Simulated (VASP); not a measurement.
# Te (P3_121) in VASP: relaxation of cell and atoms with PBEsol

Aim: the relaxation of cell and atoms of Te with PBEsol.

Program: VASP 6.6.1. These are calculated values, not measurements. Logs are shortened: lines on timing, memory, paths and dates and some standing lists are left out, and cuts for length are marked.

### Step 1. The cell of the first run

It takes space group P3_121 (No. 152, trigonal). Conventional cell: a = 4.322 Å, b = 4.322 Å, c = 5.959 Å, α = 90.00°, β = 90.00°, γ = 120.00°. Within 3.8 Å of Te (site symmetry 2) lie 6 Te at 2.90 to 3.36 Å.

### Step 2. Relaxation of cell and atoms, PBEsol

INCAR

```
SYSTEM = Te
PREC     = Accurate       ! precision mode
ENCUT    = 600            ! plane-wave cutoff, eV
EDIFF    = 1E-6           ! SCF threshold, eV
ISMEAR   = 0              ! smearing method
SIGMA    = 0.1            ! smearing width, eV
LREAL    = .FALSE.        ! projectors in reciprocal space
LASPH    = .TRUE.         ! aspherical terms in the spheres
NELM     = 80             ! most SCF steps
ALGO     = Normal         ! electronic algorithm
ISIF     = 3              ! what is computed and relaxed
LWAVE    = .FALSE.        ! write WAVECAR
LCHARG   = .FALSE.        ! write CHGCAR
GGA      = PS             ! functional
IBRION   = 2              ! ionic algorithm
NSW      = 100            ! ionic steps
EDIFFG   = -0.01          ! ionic threshold
```

KPOINTS

```
Automatic mesh
0
G
  12 12 8
  0 0 0
```

POSCAR

```
Te
1.0
    4.3220361741      0.0000000000      0.0000000000
   -2.1610180870      3.7429931228      0.0000000000
    0.0000000000      0.0000000000      5.9585063104
Te
3
Direct
    0.7183239448      0.0000000000      0.3333333333
    0.0000000000      0.7183239448      0.6666666667
    0.2816760552      0.2816760552      0.0000000000
```

Potentials or basis: VASP PAW PBE potentials, release 64 (Te).

The run is started by

```sh
$ cat potpaw_PBE.64/Te/POTCAR > POTCAR
$ mpirun -np 1 vasp_std > vasp.out
```

OUTCAR:

```text
SYSTEM = Te
   PREC = Accurate
   ENCUT = 600
   EDIFF = 1E-6
   ISMEAR = 0
   LREAL = .FALSE.
   LASPH = .TRUE.
   NELM = 80
   ISIF = 3
   GGA = PS
   IBRION = 2
   NSW = 100
   EDIFFG = -0.01

 ion  position               nearest neighbor table
   1  0.718  0.000  0.333-   3 2.90   2 2.90   3 3.36   3 3.36   2 3.36   2 3.36
   2  0.000  0.718  0.667-   3 2.90   1 2.90   3 3.36   3 3.36   1 3.36   1 3.36
   3  0.282  0.282  0.000-   2 2.90   1 2.90   2 3.36   1 3.36   1 3.36   2 3.36

  LATTYP: Found a hexagonal cell.
 ALAT       =     4.3220361741
 C/A-ratio  =     1.3786340675

  Lattice vectors:

 A1 = (   4.3220361741,   0.0000000000,   0.0000000000)
 A2 = (  -2.1610180870,   3.7429931228,   0.0000000000)
 A3 = (   0.0000000000,   0.0000000000,   5.9585063104)

Analysis of symmetry for initial positions (statically):
=====================================================================
 Subroutine PRICEL returns:
 Original cell was already a primitive cell.

 Routine SETGRP: Setting up the symmetry group for a
 hexagonal supercell.

 Subroutine GETGRP returns: Found  6 space group operations
 (whereof  2 operations were pure point group operations)
 out of a pool of 24 trial point group operations.

The static configuration has the point symmetry C_2 .
 The point group associated with its full space group is D_3 .

Analysis of symmetry for dynamics (positions and initial velocities):
=====================================================================
 Subroutine PRICEL returns:
 Original cell was already a primitive cell.

 Routine SETGRP: Setting up the symmetry group for a
 hexagonal supercell.

 Subroutine GETGRP returns: Found  6 space group operations
 (whereof  2 operations were pure point group operations)
 out of a pool of 24 trial point group operations.

The dynamic configuration has the point symmetry C_2 .
 The point group associated with its full space group is D_3 .

 Subroutine INISYM returns: Found  6 space group operations
 (whereof  2 operations are pure point group operations),
 and found     1 'primitive' translations

----------------------------------------------------------------------------------------

                                     Primitive cell

  volume of cell :      96.3929

  direct lattice vectors                    reciprocal lattice vectors
     4.322036174  0.000000000  0.000000000     0.231372427  0.133582933  0.000000000
    -2.161018087  3.742993123  0.000000000     0.000000000  0.267165866  0.000000000
     0.000000000  0.000000000  5.958506310     0.000000000  0.000000000  0.167827296

  length of vectors
     4.322036174  4.322036174  5.958506310     0.267165866  0.267165866  0.167827296

  position of ions in fractional coordinates (direct lattice)
     0.718323945  0.000000000  0.333333333
     1.000000000  0.718323945  0.666666667
     0.281676055  0.281676055  0.000000000

  ion indices of the primitive-cell ions
   primitive index   ion index
                 1           1
                 2           2
                 3           3

----------------------------------------------------------------------------------------

 KPOINTS: Automatic mesh

Automatic generation of k-mesh.
 Grid dimensions read from file:
 generate k-points for:   12   12    8

 Generating k-lattice:

  Cartesian coordinates                     Fractional coordinates (reciprocal lattice)
     0.019281036  0.011131911  0.000000000     0.083333333  0.000000000  0.000000000
     0.000000000  0.022263822  0.000000000     0.000000000  0.083333333  0.000000000
     0.000000000  0.000000000  0.020978412     0.000000000  0.000000000  0.125000000

  Length of vectors
     0.022263822  0.022263822  0.020978412

  Shift w.r.t. Gamma in fractional coordinates (k-lattice)
     0.000000000  0.000000000  0.000000000

 Subroutine IBZKPT returns following result:
 ===========================================

 Found    131 irreducible k-points:

 Following reciprocal coordinates:
            Coordinates               Weight
  0.000000  0.000000  0.000000      1.000000
  0.083333 -0.000000  0.000000      6.000000
  0.166667  0.000000  0.000000      6.000000
  0.250000  0.000000  0.000000      6.000000
  0.333333 -0.000000  0.000000      6.000000
  0.416667  0.000000  0.000000      6.000000
[... 16 lines left out ...]
  0.166667  0.000000  0.125000      6.000000
  0.000000  0.166667  0.125000      6.000000
 [... further k-points ...]
   k-points           NKPTS =    131   k-points in BZ     NKDIM =    131   number of bands    NBANDS=     13
   number of dos      NEDOS =    301   number of ions     NIONS =      3
   total plane-waves  NPLWV =  62208
   dimension x,y,z NGX =    36 NGY =   36 NGZ =   48
   dimension x,y,z NGXF=    72 NGYF=   72 NGZF=   96
   ions per type =               3
   NGX,Y,Z   is equivalent  to a cutoff of  13.85, 13.85, 13.39 a.u.
   NGXF,Y,Z  is equivalent  to a cutoff of  27.69, 27.69, 26.78 a.u.
 SYSTEM =  Te
   PREC   = accura    normal or accurate (medium, high low for compatibility)
   ISTART =      0    job   : 0-new  1-cont  2-samecut
   ICHARG =      2    charge: 1-file 2-atom 10-const
   ISPIN  =      1    spin polarized calculation?
   LNONCOLLINEAR =      F non collinear calculations
   LSORBIT =      F    spin-orbit coupling
   LASPH  =      T    aspherical Exc in radial PAW
   ENCUT  =  600.0 eV  44.10 Ry    6.64 a.u.   8.63  8.63 11.90*2*pi/ulx,y,z
   NELM   =     80;   NELMIN=  2; NELMDL= -5     # of ELM steps
   EDIFF  = 0.1E-05   stopping-criterion for ELM
   LREAL  =      F    real-space projection
   EDIFFG = -.1E-01   stopping-criterion for IOM
   NSW    =    100    number of steps for IOM
   IBRION =      2    ionic relax: 0-MD 1-quasi-New 2-CG
   NFREE  =      1    steps in history (QN), initial steepest desc. (CG)
   ISIF   =      3    stress and relaxation
   ISYM   =      2    0-nonsym 1-usesym 2-fastsym
   POTIM  = 0.5000    time-step for ionic-motion
   TEBEG  =    0.0;   TEEND  =   0.0 temperature during run
   PSTRESS=    0.0 pullay stress
   NELECT =      18.0000    total number of electrons
   NUPDOWN=      -1.0000    fix difference up-down
   EMIN   =  10.00;   EMAX   =-10.00  energy-range for DOS
   EFERMI =   0.00;   METHOD = LEGACY
   ISMEAR =     0;   SIGMA  =   0.10  broadening in eV -4-tet -1-fermi 0-gaus
   EFERMI_NEDOS =   21; number of points for ismear=-14 and -15
   IALGO  =     38    algorithm
   IMIX   =      4    mixing-type and parameters
     AMIX     =   0.40;   BMIX     =  1.00
     AMIX_MAG =   1.60;   BMIX_MAG =  1.00
  volume/ion in A,a.u.               =      32.13       216.83
  Fermi-wavevector in a.u.,A,eV,Ry     =   0.935730  1.768274 11.913143  0.875591
  Thomas-Fermi vector in A             =   2.062668
   LORBIT       =      0    0 simple, 1 ext, 2 COOP (PROOUT), +10 PAW based schemes
   GGA     = PS    functional components
   LHFCALC =     F    Hartree Fock is set to
   AEXX    =    0.0000 exact exchange contribution
   IVDW    =     0    specifies the selected vdW correction
   LEPSILON=     F    determine dielectric tensor
   LRPA    =     F    only Hartree local field effects (RPA)
 conjugate gradient relaxation of ions
 non-spin polarized calculation
 Gauss-broadening in eV      SIGMA  =   0.10
  energy-cutoff  :      600.00
  volume of cell :       96.39
 maximum number of plane-waves:      3248
 NGX is ok and might be reduce to    36
   NGX = 17   NGY = 17   NGZ = 23

--------------------------------------- Ionic step        1  -------------------------------------------

 number of electron      17.9999999 magnetization

 Free energy of the ion-electron system (eV)
  ---------------------------------------------------
  ext. energy  EPLUGINS =         0.00000000
  ---------------------------------------------------
  free energy    TOTEN  =       -10.58054945 eV

  energy without entropy =      -10.58027600  energy(sigma->0) =      -10.58041273

------------------------ aborting loop because EDIFF is reached ----------------------------------------

  FORCE on cell =-STRESS in cart. coord.  units (eV):
  Direction    XX          YY          ZZ          XY          YZ          ZX
  --------------------------------------------------------------------------------------
  -------------------------------------------------------------------------------------
  Total        0.0579752      0.0579752      0.1002286      0.0000000      0.0000000     -0.0000000
  in kB        0.9636246      0.9636246      1.6659333      0.0000000      0.0000000     -0.0000000
  external PRESSURE =       1.1977275 kB  Pullay stress =       0.0000000 kB
[... 244 lines left out ...]
  energy  without entropy=      -10.5813185371  energy(sigma->0) =      -10.58145563

--------------------------------------- Ionic step        8  -------------------------------------------

 number of electron      17.9999999 magnetization

 Free energy of the ion-electron system (eV)
  ---------------------------------------------------
  ext. energy  EPLUGINS =         0.00000000
  ---------------------------------------------------
  free energy    TOTEN  =       -10.58159396 eV

  energy without entropy =      -10.58131997  energy(sigma->0) =      -10.58145696

 E-fermi :   6.6024     XC(G=0):  -9.5014

 val. band max:        6.5741377194   @ k =   0.3333   0.3333   0.5000
 cond. band min:       6.7989452584   @ k =   0.0000   0.0000   0.5000
 fundamental gap:      0.2248075390
 Fermi energy:         6.6023728751

 k-point     1 :       0.0000    0.0000    0.0000
  band No.  band energies     occupation
      1      -7.3531      2.00000
      2      -3.9671      2.00000
      3      -3.9671      2.00000
      4       3.6240      2.00000
      5       3.9701      2.00000
      6       3.9701      2.00000
      7       4.7754      2.00000
      8       4.7754      2.00000
      9       5.4142      2.00000
     10       7.5585      0.00000
     11       7.5585      0.00000
     12       8.2366      0.00000
     13      11.3601      0.00000
[... 353 lines left out ...]
 k-point    24 :       0.0000    0.1667    0.1250
  band No.  band energies     occupation
      1      -7.0773      2.00000
      2      -4.5894      2.00000
      3      -3.3309      2.00000
      4       2.3371      2.00000
      5       3.2907      2.00000
      6       3.4675      2.00000
      7       4.9951      2.00000
      8       5.1383      2.00000
      9       5.3828      2.00000
     10       7.6735      0.00000
     11       7.7626      0.00000
     12       8.2287      0.00000
     13      10.9984      0.00000

 [... further k-points ...]
[... 5 lines left out ...]
  --------------------------------------------------------------------------------------
  -------------------------------------------------------------------------------------
  Total       -0.0284039     -0.0284039     -0.0215589     -0.0000000     -0.0000000     -0.0000000
  in kB       -0.4732368     -0.4732368     -0.3591923     -0.0000000     -0.0000000     -0.0000000
  external PRESSURE =      -0.4352220 kB  Pullay stress =       0.0000000 kB
[... 18 lines left out ...]
  FREE ENERGIE OF THE ION-ELECTRON SYSTEM (eV)
  ---------------------------------------------------
  free  energy   TOTEN  =       -10.5815939624 eV

  energy  without entropy=      -10.5813199651  energy(sigma->0) =      -10.58145696

 reached required accuracy - stopping structural energy minimisation
```

Run time: 3.1 min. Hardware: 1 thread of Intel Xeon 6975P-C (Granite Rapids), shared host; peak memory 0.37 GiB.

Results:

| Quantity | Value |
| --- | --- |
| Free energy | -10.5816 eV |
| Relaxed volume | 32.05 Å³/atom |
| Relaxed cell | a = 4.317 Å, b = 4.317 Å, c = 5.959 Å, α = 90.00°, β = 90.00°, γ = 120.00° |
| Space group after relaxing (to 0.1 Å) | P3_121 (No. 152) |
| Energy gained by relaxing | 0.3 meV/atom |
| Ionic steps | 8 |
| Pressure after relaxing | 0.0 GPa |
| Largest force after relaxing | 0.005 eV/Å |
| Band gap on the k mesh | zero (filled and empty bands touch) |

Forces on the atoms (eV/Å):
```
Te   0.005  0.000  0.000
Te  -0.002  0.004  0.000
Te  -0.002 -0.004  0.000
```

Step by step:
| step | energy change (eV) | largest force (eV/Å) | pressure (GPa) | volume (Å³) |
| --- | --- | --- | --- | --- |
| 1 | 0.0000 | 0.0548 | 0.12 | 96.39 |
| 2 | -0.0003 | 0.0275 | -0.14 | 96.73 |
| 3 | -0.0003 | 0.0306 | -0.13 | 96.69 |
| 4 | -0.0006 | 0.0212 | -0.11 | 96.56 |
| 5 | -0.0010 | 0.0032 | -0.09 | 96.19 |
| 6 | -0.0010 | 0.0078 | -0.05 | 96.12 |
| 7 | -0.0010 | 0.0061 | -0.05 | 96.14 |
| 8 | -0.0010 | 0.0048 | -0.04 | 96.16 |

Final structure:
```
CELL_PARAMETERS angstrom
4.31683 0.00000 0.00000
-2.15842 3.73849 0.00000
0.00000 0.00000 5.95866
ATOMIC_POSITIONS crystal
Te 0.71492 0.00000 0.33333
Te 0.00000 0.71492 0.66667
Te 0.28508 0.28508 0.00000
```

Caveat: the PAW data sets were made with another functional, which shifts forces and pressure a little; spin-orbit coupling is left out, which moves the levels of the heavy elements.

The gap in the log of VASP goes by the Fermi energy; the results here count the filled bands.